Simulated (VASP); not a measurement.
# Ge (Fm-3m) in VASP: further runs, part 2 of 2

VASP 6.6.1. Earlier steps stand in the parts before.

## 6. Single point, PBE

This run uses another cell than the first one, of 20.79 Å³/atom, 1.104 times its volume.

Input file INCAR:

```
SYSTEM = Ge
PREC = Accurate
ENCUT = 520
EDIFF = 1E-6
ISMEAR = -1
SIGMA = 0.06122561905347299
LREAL = .False.
LASPH = .True.
NELM = 100
ALGO = Normal
ISIF = 2
LWAVE = .False.
LCHARG = .False.
GGA = PE
NBANDS = 13
```

Input file KPOINTS:

```
regular mesh
0
Gamma
  44 44 44
  0 0 0
```

Input file POSCAR:

```
Ge
1.0
    0.0000000000      2.1823558756      2.1823558756
    2.1823558756      0.0000000000      2.1823558756
    2.1823558756      2.1823558756      0.0000000000
Ge
1
Direct
    0.0000000000      0.0000000000      0.0000000000
```

Potentials or basis: VASP PAW PBE potentials, release 64 (Ge_d).

On the command line:

```console
$ cat potpaw_PBE.64/Ge_d/POTCAR > POTCAR
$ mpirun -np 1 vasp_std > vasp.out
```

OUTCAR:

```text
SYSTEM = Ge
   PREC = Accurate
   ENCUT = 520
   EDIFF = 1E-6
   ISMEAR = -1
   LREAL = .False.
   LASPH = .True.
   NELM = 100
   ISIF = 2
   GGA = PE

 ion  position               nearest neighbor table
   1  0.000  0.000  0.000-

  LATTYP: Found a face centered cubic cell.
 ALAT       =     4.3647117512

  Lattice vectors:

 A1 = (   0.0000000000,   2.1823558756,   2.1823558756)
 A2 = (   2.1823558756,   0.0000000000,   2.1823558756)
 A3 = (   2.1823558756,   2.1823558756,   0.0000000000)

Analysis of symmetry for initial positions (statically):
=====================================================================
 Subroutine PRICEL returns:
 Original cell was already a primitive cell.

 Routine SETGRP: Setting up the symmetry group for a
 face centered cubic supercell.

 Subroutine GETGRP returns: Found 48 space group operations
 (whereof 48 operations were pure point group operations)
 out of a pool of 48 trial point group operations.

The static configuration has the point symmetry O_h .

Analysis of symmetry for dynamics (positions and initial velocities):
=====================================================================
 Subroutine PRICEL returns:
 Original cell was already a primitive cell.

 Routine SETGRP: Setting up the symmetry group for a
[... 159 lines left out ...]
  band No.  band energies     occupation
      1     -18.9106      2.00000
      2     -18.9106      2.00000
      3     -18.9106      2.00000
      4     -18.8746      2.00000
      5     -18.8746      2.00000
      6      -6.5996      2.00000
      7      13.8836      0.00000
      8      13.8836      0.00000
      9      13.8836      0.00000
     10      19.2539      0.00000
     11      19.2539      0.00000
     12      19.2539      0.00000
     13      20.4721      0.00000
[... 354 lines left out ...]
  band No.  band energies     occupation
      1     -18.9108      2.00000
      2     -18.9102      2.00000
      3     -18.9102      2.00000
      4     -18.8748      2.00000
      5     -18.8744      2.00000
      6      -6.5838      2.00000
      7      13.8089      0.00000
      8      13.8089      0.00000
      9      13.8168      0.00000
     10      18.9645      0.00000
     11      19.3523      0.00000
     12      19.3523      0.00000
     13      20.7934      0.00000

 [... further k-points ...]
[... 5 lines left out ...]
  --------------------------------------------------------------------------------------
  -------------------------------------------------------------------------------------
  Total       -0.4494003     -0.4494003     -0.4494003      0.0000000      0.0000000      0.0000000
  in kB      -34.6367593    -34.6367593    -34.6367593      0.0000000      0.0000000      0.0000000
  external PRESSURE =     -34.6367593 kB  Pullay stress =       0.0000000 kB

 VOLUME and BASIS-vectors are now :
 -----------------------------------------------------------------------------
  energy-cutoff  :      520.00
  volume of cell :       20.79
      direct lattice vectors                 reciprocal lattice vectors
     0.000000000  2.182355876  2.182355876    -0.229110204  0.229110204  0.229110204
     2.182355876  0.000000000  2.182355876     0.229110204 -0.229110204  0.229110204
     2.182355876  2.182355876  0.000000000     0.229110204  0.229110204 -0.229110204

 POSITION                                       TOTAL-FORCE (eV/Angst)
 -----------------------------------------------------------------------------------
      0.00000      0.00000      0.00000        -0.000000      0.000000     -0.000000
 -----------------------------------------------------------------------------------
    total drift:                               -0.000000     -0.000000     -0.000000

  FREE ENERGIE OF THE ION-ELECTRON SYSTEM (eV)
  ---------------------------------------------------
  free  energy   TOTEN  =        -4.1772844510 eV

  energy  without entropy=       -4.1714978472  energy(sigma->0) =       -4.17439115
```

OSZICAR:

```text
N       E                     dE             d eps       ncg     rms          rms(c)
DAV:   1     0.638193441482E+02    0.63819E+02   -0.71524E+03 61585   0.289E+03
DAV:   2     0.182098214979E+01   -0.61998E+02   -0.59329E+02 59634   0.427E+02
DAV:   3    -0.410074779648E+01   -0.59217E+01   -0.58947E+01 66086   0.736E+01
DAV:   4    -0.418700530284E+01   -0.86258E-01   -0.86245E-01 65393   0.958E+00
DAV:   5    -0.418789692589E+01   -0.89162E-03   -0.89162E-03 67096   0.109E+00    0.926E-01
DAV:   6    -0.418038569360E+01    0.75112E-02   -0.58199E-03 71318   0.153E+00    0.514E-01
DAV:   7    -0.417738728400E+01    0.29984E-02   -0.41586E-03 71638   0.967E-01    0.525E-02
DAV:   8    -0.417727795694E+01    0.10933E-03   -0.37327E-04 68023   0.436E-01    0.213E-02
DAV:   9    -0.417728415548E+01   -0.61985E-05   -0.56956E-06 67618   0.275E-02    0.437E-03
DAV:  10    -0.417728445103E+01   -0.29555E-06   -0.19709E-07 46219   0.853E-03
   1 F= -.41772845E+01 E0= -.41743911E+01  d E =-.578660E-02
```

stdout:

```text
POSCAR found type information on POSCAR Ge
 POSCAR found :  1 types and       1 ions
 scaLAPACK will be used
 LDA part: xc-table for (Slater+PW92), standard interpolation
 POSCAR, INCAR and KPOINTS ok, starting setup
 FFT: planning ... GRIDC
 FFT: planning ... GRID_SOFT
 FFT: planning ... GRID
 WAVECAR not read
 entering main loop
```

Run time: 12 min. Hardware: 1 thread of AMD EPYC 7R13, shared host; peak memory 0.57 GiB.

Results:

| Item | Value |
| --- | --- |
| Free energy | -4.1773 eV |
| Pressure | -3.5 GPa |
| Band gap on the k mesh | zero (band 7 reaches 13.88 eV, above the bottom of band 8 at 3.63 eV) |

## 7. Overview

```csv
cell,k mesh,gap on the mesh (eV),pressure (GPa)
"a = 2.986 Å, angles 60.0°, 1 atom",22 × 22 × 22,none,2.7
"a = 3.007 Å, angles 60.0°, 1 atom",22 × 22 × 22,none,1.2
"a = 3.027 Å, angles 60.0°, 1 atom",22 × 22 × 22,none,0.0
"a = 3.086 Å, angles 60.0°, 1 atom",44 × 44 × 44,none,-3.5
```

Alike in all rows: task single point; level PBE; potentials or basis VASP PAW PBE potentials, release 64 (Ge_d); no spin polarisation; cutoff (eV) 520; smearing fermi-dirac 0.0612256 eV.

Absolute energies hang on the potentials; compare differences alone.
